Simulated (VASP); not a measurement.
Set up this calculation in VASP 6.6.1, as the native input.

| Item | Value |
| --- | --- |
| Task | single point |
| Functional | PBE |
| Potentials or basis | VASP PAW PBE potentials, release 64 (Sn_d, O) |
| Cutoff | 520 eV |
| k mesh | 6 × 6 × 8 |
| Occupations | fermi-dirac, width 0.02 eV |
| Spin | no spin polarisation |
| Dipole correction | no |
| Further INCAR settings | ALGO = Normal; EDIFF = 1e-07; NBANDS = 35 |

The structure of SnO2 lies in POSCAR:

```
SnO2
1.0
    4.7605761372      0.0000000000      0.0000000000
    0.0000000000      4.7605761372      0.0000000000
    0.0000000000      0.0000000000      3.2000777157
Sn O
2 4
Direct
    0.0000000000      0.0000000000      0.0000000000
    0.5000000000      0.5000000000      0.5000000000
    0.3058781046      0.3058781046      0.0000000000
    0.1941218954      0.8058781046      0.5000000000
    0.8058781046      0.1941218954      0.5000000000
    0.6941218954      0.6941218954      0.0000000000
```

One way to write it, as run:

INCAR

```
SYSTEM = SnO2
ALGO = Normal
EDIFF = 1E-7
ENCUT = 520
GGA = PE
ISIF = 2
ISMEAR = -1
LASPH = .TRUE.
LCHARG = .FALSE.
LREAL = .FALSE.
LWAVE = .FALSE.
NBANDS = 35
NELM = 100
PREC = Accurate
SIGMA = 0.02
```

KPOINTS

```
k-points
0
G
  6 6 8
  0 0 0
```

Potentials or basis: VASP PAW PBE potentials, release 64 (Sn_d, O).

Launch:

```sh
$ cat potpaw_PBE.64/Sn_d/POTCAR potpaw_PBE.64/O/POTCAR > POTCAR
$ mpirun -np 1 vasp_std > vasp.out
```

It gave:

The pressure is 8.4 GPa, the largest force is 0.047 eV/Å and the band gap on the k mesh is 1.09 eV, direct.

Caveat: spin-orbit coupling is left out, which moves the levels of the heavy elements.

Wall time 41 s on 1 thread of Intel(R) Xeon(R) 6975P-C (Granite Rapids), on a shared host, peak memory 0.23 GiB.
